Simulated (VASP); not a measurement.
# Ga3O2 (Fmm2) in VASP: notebook, part 3 of 3

VASP 6.6.1. Earlier steps stand in the parts before.

### 5 Single point, PBE, collinear spin, ferromagnetic start

Contents of INCAR:

```
PREC = Accurate ; ENCUT = 520
EDIFF = 1E-6 ; ISMEAR = 0
SIGMA = 0.1 ; LREAL = F
LASPH = T ; NELM = 150
ALGO = Normal ; ISIF = 2
LWAVE = F ; LCHARG = F
ISPIN = 2 ; MAGMOM = 0 0 0 1 1
LORBIT = 11 ; GGA = PE
NBANDS = 38
```

Contents of KPOINTS:

```
Automatic mesh
0
Gamma
  4 4 4
```

Contents of POSCAR:

```
Ga3O2
1.0
    0.0000000000      3.1856243677      4.2549262318
    2.9855118483      0.0000000000      4.2549262318
    2.9855118483      3.1856243677      0.0000000000
Ga O
3 2
Direct
    0.1392810198      0.1392810198      0.8607189802
    0.8315361962      0.8315361962      0.6684638038
    0.3315361962      0.3315361962      0.1684638038
    0.7587977406      0.1894318272      0.8105681728
    0.1894318272      0.7587977406      0.2412022594
```

Potentials or basis: VASP PAW PBE potentials, release 64 (Ga_d, O).

The run is started by

```console
> cat potpaw_PBE.64/Ga_d/POTCAR potpaw_PBE.64/O/POTCAR > POTCAR
> mpirun -np 1 vasp_std > vasp.out
```

OUTCAR:

```text
PREC = Accurate
   ENCUT = 520
   EDIFF = 1E-6
   ISMEAR = 0
   LREAL = F
   LASPH = T
   NELM = 150
   ISIF = 2
   ISPIN = 2
   LORBIT = 11
   GGA = PE

 ion  position               nearest neighbor table
   1  0.139  0.139  0.861-   4 1.96   5 1.96   3 2.73   2 2.73   2 2.73   3 2.73
   2  0.832  0.832  0.668-   5 1.94   4 1.94   1 2.73   1 2.73
   3  0.332  0.332  0.168-   4 1.94   5 1.94   1 2.73   1 2.73
   4  0.759  0.189  0.811-   3 1.94   2 1.94   1 1.96
   5  0.189  0.759  0.241-   2 1.94   3 1.94   1 1.96

  LATTYP: Found a face centered orthorhombic cell.
 ALAT       =     5.9710236966
 B/A-ratio  =     1.0670278765
 C/A-ratio  =     1.4251915410

  Lattice vectors:

 A1 = (   0.0000000000,   3.1856243677,   4.2549262318)
 A2 = (   2.9855118483,   0.0000000000,   4.2549262318)
 A3 = (   2.9855118483,   3.1856243677,   0.0000000000)

Analysis of symmetry for initial positions (statically):
=====================================================================
 Subroutine PRICEL returns:
 Original cell was already a primitive cell.

 Routine SETGRP: Setting up the symmetry group for a
 face centered orthorhombic supercell.

 Subroutine GETGRP returns: Found  4 space group operations
 (whereof  4 operations were pure point group operations)
 out of a pool of  8 trial point group operations.

The static configuration has the point symmetry C_2v.

Analysis of symmetry for dynamics (positions and initial velocities):
=====================================================================
 Subroutine PRICEL returns:
 Original cell was already a primitive cell.

 Routine SETGRP: Setting up the symmetry group for a
 face centered orthorhombic supercell.

 Subroutine GETGRP returns: Found  4 space group operations
 (whereof  4 operations were pure point group operations)
 out of a pool of  8 trial point group operations.

[... 164 lines left out ...]

 val. band max:        3.7059423333   @ k =   0.0000   0.0000   0.0000
 cond. band min:       3.8482352830   @ k =   0.0000   0.5000   0.5000
 fundamental gap:      0.1422929498
 Fermi energy:         3.8094871296

 spin component 1

 k-point     1 :       0.0000    0.0000    0.0000
  band No.  band energies     occupation
      1     -15.7584      1.00000
      2     -15.0834      1.00000
      3     -11.0743      1.00000
      4     -10.9989      1.00000
      5     -10.9670      1.00000
      6     -10.9520      1.00000
[... 709 lines left out ...]
     36      15.0302      0.00000
     37      15.9754      0.00000
 Fermi energy:         3.8094871296

 spin component 2

 k-point     1 :       0.0000    0.0000    0.0000
  band No.  band energies     occupation
      1     -15.7584      1.00000
      2     -15.0835      1.00000
      3     -11.0743      1.00000
      4     -10.9989      1.00000
      5     -10.9670      1.00000
      6     -10.9520      1.00000
[... 709 lines left out ...]
     36      15.0303      0.00000
     37      15.9754      0.00000
 [bands above 37 left out]

------------------------ aborting loop because EDIFF is reached ----------------------------------------

  FORCE on cell =-STRESS in cart. coord.  units (eV):
  Direction    XX          YY          ZZ          XY          YZ          ZX
  --------------------------------------------------------------------------------------
  -------------------------------------------------------------------------------------
  Total        0.1979198      0.0499430      0.4022475      0.0000000      0.0000000      0.0000000
  in kB        3.9180006      0.9886663      7.9628499      0.0000000      0.0000000      0.0000000
  external PRESSURE =       4.2898389 kB  Pullay stress =       0.0000000 kB

 VOLUME and BASIS-vectors are now :
 -----------------------------------------------------------------------------
  energy-cutoff  :      520.00
  volume of cell :       80.93
      direct lattice vectors                 reciprocal lattice vectors
     0.000000000  3.185624368  4.254926232    -0.167475470  0.156955103  0.117510850
     2.985511848  0.000000000  4.254926232     0.167475470 -0.156955103  0.117510850
     2.985511848  3.185624368  0.000000000     0.167475470  0.156955103 -0.117510850

 POSITION                                       TOTAL-FORCE (eV/Angst)
 -----------------------------------------------------------------------------------
      2.98551      3.18562      1.18526         0.000000      0.000000      0.064556
      4.47827      4.77844      7.07625         0.000000      0.000000     -0.053521
      1.49276      1.59281      2.82132         0.000000     -0.000000     -0.053521
      2.98551      4.99941      4.03465         0.000000     -0.016937      0.021243
      2.98551      1.37184      4.03465         0.000000      0.016937      0.021243
 -----------------------------------------------------------------------------------
    total drift:                               -0.000074     -0.000191     -0.000079

  FREE ENERGIE OF THE ION-ELECTRON SYSTEM (eV)
  ---------------------------------------------------
  free  energy   TOTEN  =       -23.4517303814 eV

  energy  without entropy=      -23.4473899366  energy(sigma->0) =      -23.44956016

 total charge

# of ion       s       p       d       tot
------------------------------------------
    1        0.852   0.677  10.051  11.579
    2        0.908   0.639  10.052  11.599
    3        0.908   0.639  10.052  11.599
    4        1.572   3.436   0.000   5.008
    5        1.572   3.436   0.000   5.008
--------------------------------------------------
tot          5.812   8.826  30.154  44.792

 magnetization (x)

# of ion       s       p       d       tot
------------------------------------------
    1       -0.000  -0.000   0.000  -0.000
    2        0.000   0.000  -0.000   0.000
    3        0.000   0.000  -0.000   0.000
    4        0.000   0.000   0.000   0.000
    5        0.000   0.000   0.000   0.000
--------------------------------------------------
tot          0.000   0.000   0.000   0.000
```

OSZICAR:

```text
N       E                     dE             d eps       ncg     rms          rms(c)
DAV:   1     0.507297172525E+03    0.50730E+03   -0.23184E+04  3062   0.236E+03
DAV:   2     0.606488958069E+02   -0.44665E+03   -0.41181E+03  2816   0.589E+02
DAV:   3    -0.220535949745E+02   -0.82702E+02   -0.80513E+02  3128   0.174E+02
DAV:   4    -0.263573880086E+02   -0.43038E+01   -0.42759E+01  3450   0.433E+01
DAV:   5    -0.264517542435E+02   -0.94366E-01   -0.94326E-01  3160   0.636E+00    0.135E+01
DAV:   6    -0.234867916953E+02    0.29650E+01   -0.98720E+00  4378   0.340E+01    0.437E+00
DAV:   7    -0.234766358412E+02    0.10156E-01   -0.14685E+00  3188   0.845E+00    0.228E+00
DAV:   8    -0.234557681884E+02    0.20868E-01   -0.35685E-01  3274   0.383E+00    0.101E+00
DAV:   9    -0.234504988625E+02    0.52693E-02   -0.37678E-02  3728   0.186E+00    0.301E-01
DAV:  10    -0.234511780062E+02   -0.67914E-03   -0.73992E-03  3050   0.517E-01    0.128E-01
DAV:  11    -0.234515921887E+02   -0.41418E-03   -0.40768E-04  3304   0.370E-01    0.818E-02
DAV:  12    -0.234517193131E+02   -0.12712E-03   -0.31374E-04  3234   0.103E-01    0.157E-02
DAV:  13    -0.234517270749E+02   -0.77618E-05   -0.41579E-05  3664   0.935E-02    0.106E-02
DAV:  14    -0.234517298043E+02   -0.27294E-05   -0.69577E-06  2994   0.439E-02    0.507E-03
DAV:  15    -0.234517303814E+02   -0.57701E-06   -0.29664E-06  2812   0.282E-02
   1 F= -.23451730E+02 E0= -.23449560E+02  d E =-.434044E-02  mag=    -0.0000
```

stdout:

```text
POSCAR found type information on POSCAR GaO
 POSCAR found :  2 types and       5 ions
 scaLAPACK will be used
 LDA part: xc-table for (Slater+PW92), standard interpolation
 POSCAR, INCAR and KPOINTS ok, starting setup
 FFT: planning ... GRIDC
 FFT: planning ... GRID_SOFT
 FFT: planning ... GRID
 WAVECAR not read
 entering main loop
```

Run time: 51 s. Hardware: 1 thread of Intel Xeon 6975P-C (Granite Rapids), shared host; peak memory 0.29 GiB.

Results:

- Free energy: -23.4517 eV
- Pressure: 0.4 GPa
- Largest force: 0.065 eV/Å
- Net moment: 0.00 μB per cell
- Valence electrons inside the program's atomic spheres: Ga 11.58, 11.60; O 5.01

Forces in eV/Å, atoms in the order of the input:
```
Ga   0.000  0.000  0.065
Ga   0.000  0.000 -0.054
Ga   0.000  0.000 -0.054
O    0.000 -0.017  0.021
O    0.000  0.017  0.021
```

Levels at points of the mesh, in eV from the Fermi level:
Spin up:
```tsv
k point	band 23	band 24	band 25	band 26	band 27	band 28
(0.00, 0.00, 0.00)	-3.71	-2.72	-0.10	0.10	2.55	3.67
(0.50, 0.00, 0.00)	-3.17	-2.91	-1.70	1.26	2.48	3.28
(0.50, 0.50, 0.00)	-2.62	-2.11	-0.55	-0.22	0.96	1.58
(0.50, 0.00, 0.50)	-3.26	-3.06	-2.30	-2.02	2.67	3.04
(0.00, 0.50, 0.50)	-3.21	-2.40	-1.52	0.04	1.16	3.94
```
Spin down:
| k point | band 21 | band 22 | band 23 | band 24 | band 25 | band 26 | band 27 | band 28 | band 29 | band 30 |
| --- | --- | --- | --- | --- | --- | --- | --- | --- | --- | --- |
| (0.00, 0.00, 0.00) | -5.49 | -3.84 | -3.71 | -2.72 | -0.10 | 0.10 | 2.55 | 3.67 | 3.93 | 4.05 |
| (0.50, 0.00, 0.00) | -4.99 | -4.40 | -3.17 | -2.91 | -1.70 | 1.26 | 2.48 | 3.28 | 4.05 | 5.12 |
| (0.50, 0.50, 0.00) | -4.52 | -3.73 | -2.62 | -2.11 | -0.55 | -0.22 | 0.96 | 1.58 | 3.73 | 6.37 |
| (0.50, 0.00, 0.50) | -4.87 | -3.35 | -3.26 | -3.06 | -2.30 | -2.02 | 2.67 | 3.04 | 4.94 | 6.83 |
| (0.00, 0.50, 0.50) | -5.17 | -3.87 | -3.21 | -2.40 | -1.52 | 0.04 | 1.16 | 3.94 | 4.28 | 4.68 |

Caveat: the k points lie up to 0.41 Å⁻¹ apart.

### 6 The runs side by side

| task | spin | cell | cutoff (eV) | gap on the mesh (eV) | pressure (GPa) | largest force (eV/Å) |
| --- | --- | --- | --- | --- | --- | --- |
| single point | off | a = 5.198, b = 5.315, c = 4.366 Å, angles 64.1, 66.9, 49.1°, 5 atoms | 520 | none | 0.4 | 0.06 |
| single point | off | a = 4.945, b = 4.900, c = 5.104 Å, angles 59.2, 58.3, 62.5°, 5 atoms | 520 | none | 15.7 | 7.39 |
| relaxation of cell and atoms | off | relaxed from a = 4.945, b = 4.900, c = 5.104 Å, angles 59.2, 58.3, 62.5°, 5 atoms | 600 | none | 0.1 | 0.03 |
| single point | collinear, ferromagnetic start | a = 5.315, b = 5.198, c = 4.366 Å, angles 66.9, 64.1, 49.1°, 5 atoms | 520 | none | 0.4 | 0.06 |

Alike in all rows: level PBE; potentials or basis VASP PAW PBE potentials, release 64 (Ga_d, O); k mesh 4 × 4 × 4; smearing gaussian 0.1 eV.

Caveats: all runs use coarse meshes; an odd number of electrons without spin polarisation forces a metal (some runs); a magnetic or distorted state may lie lower (some runs).

Absolute energies hang on the potentials; compare differences alone.
